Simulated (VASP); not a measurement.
Set up this calculation in VASP 6.6.1, as the native input.

```
Task                   : single point
Functional             : PBEsol
Potentials or basis    : VASP PAW PBE potentials, release 64 (Pt, Te)
Cutoff                 : 520 eV
k mesh                 : 7 × 7 × 5
Occupations            : fermi-dirac, width 0.05 eV
Spin                   : no spin polarisation
Dipole correction      : no
Further INCAR settings : ALGO = Normal; EDIFF = 1e-06; NBANDS = 24
```

The structure of TePt lies in POSCAR:

```
TePt
1.0
    4.2342690445      0.0000000000      0.0000000000
   -2.1171345223      3.6669845590      0.0000000000
    0.0000000000      0.0000000000      5.6237713920
Pt Te
2 2
Direct
    0.0000000000      0.0000000000      0.0000000000
    0.0000000000      0.0000000000      0.5000000000
    0.3333333333      0.6666666667      0.2500000000
    0.6666666667      0.3333333333      0.7500000000
```

This cell differs from its parent crystal: volume scaled by 0.98.

One way to write it, as run:

INCAR

```
SYSTEM = TePt
PREC = Accurate
ENCUT = 520
EDIFF = 1E-6
ISMEAR = -1
SIGMA = 0.05
LREAL = .False.
LASPH = .True.
NELM = 80
ALGO = Normal
ISIF = 2
LWAVE = .False.
LCHARG = .True.
GGA = PS
LELF = .True.
LVHAR = .True.
NBANDS = 24
```

KPOINTS

```
Automatic mesh
0
Gamma
  7 7 5
  0 0 0
```

Potentials or basis: VASP PAW PBE potentials, release 64 (Pt, Te).

Command:

```bash
$ cat potpaw_PBE.64/Pt/POTCAR potpaw_PBE.64/Te/POTCAR > POTCAR
$ mpirun -np 1 vasp_std > vasp.out
```

Results of the run:

* Pressure: -2.7 GPa
* Band gap on the k mesh: zero (band 16 reaches 9.80 eV, above the bottom of band 17 at 8.82 eV)

Caveat: the PAW data sets were made with another functional, which shifts forces and pressure a little; spin-orbit coupling is left out, which moves the levels of the heavy elements.

Run time: 35 s on 1 thread of AMD EPYC 7R13 Processor (Zen 3) (shared host), peak memory 0.19 GiB.
